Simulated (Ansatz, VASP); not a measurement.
# One calculation of BaCr, two programs

Contents of INCAR:

```
SYSTEM = BaCr
  ALGO = Normal
  EDIFF = 1E-6
  EDIFFG = -0.04
  ENCUT = 600
  GGA = PE
  IBRION = 2
  ISIF = 3
  ISMEAR = 0
  ISPIN = 2
  LASPH = .True.
  LCHARG = .False.
  LMAXMIX = 4
  LORBIT = 11
  LREAL = .False.
  LWAVE = .False.
  MAGMOM = 0 4.36
  NELM = 150
  NSW = 90
  PREC = Accurate
  SIGMA = 0.1
```

KPOINTS

```
k-points
0
Gamma
  6 6 6
  0 0 0
```

POSCAR

```
BaCr
1.0
    3.7013579026      0.0000000000      0.0000000000
    0.0000000000      3.7013579026      0.0000000000
    0.0000000000      0.0000000000      3.7013579026
Ba Cr
1 1
Direct
    0.0000000000      0.0000000000      0.0000000000
    0.5000000000      0.5000000000      0.5000000000
```

Input for Ansatz:

```yaml
crystal:
  lattice:
    - [3.7013579026, 0.0, 0.0]
    - [0.0, 3.7013579026, 0.0]
    - [0.0, 0.0, 3.7013579026]
  atoms:
    - { symbol: Ba, position: [0.0, 0.0, 0.0] }
    - { symbol: Cr, position: [0.5, 0.5, 0.5], spin: 4.36 }
basis:
  ecutwfc: 420
kpoints:
  mp_grid: { grid: [6, 6, 6] }
hamiltonian:
  xc: pbe
scf:
  occupations: { method: gaussian, width: 0.1 }
  lower_state_search: "off"
output:
  forces: true
  stress: true
  eigenvalues: true
  populations: true
magnetization:
  spin_polarized: true
relax:
  adjacent_minimum: "off"
  f_tol: 0.04
  max_steps: 70
  cell: { stress_tol: 0.4 }
```

Alike in both runs: task relaxation of cell and atoms; functional PBE; k mesh 6 × 6 × 6; occupations gaussian, width 0.1 eV; collinear spin.

|  | VASP | Ansatz |
| --- | --- | --- |
| version | VASP 6.6.1 | Ansatz 0.2.0 |
| potentials or method | VASP PAW PBE potentials, release 64 (Ba_sv, Cr_pv), cutoff 600 eV | scalar-relativistic, plane waves, PAW |
| valence electrons in the cell | 22 | 24 |

```tsv
	VASP	Ansatz	Ansatz less VASP
gap on the k mesh at the Fermi level, each at its own relaxed structure (eV)	none	none	-
net moment per atom (μB)	2.28	2.26	-0.020
size of the moment on the site where the two differ most (μB)	4.00	4.32	+0.312
relaxed volume (Å³/atom)	36.33	35.05	-1.273
relaxed length of the cell vector where the two differ most in proportion (Å)	4.173	4.123	-0.0493
```

Site moments also hang on the region over which each program counts them. A gap of «none» marks a metal or a gap that the smearing closes. VASP's potentials hold 22 valence electrons a cell and Ansatz's 24, so a difference there can come from the potentials and not from the codes.

Neither program's run includes spin-orbit coupling. Noted on VASP's run: the volume moved by over 15 % at a fixed basis, so the end points are rough.
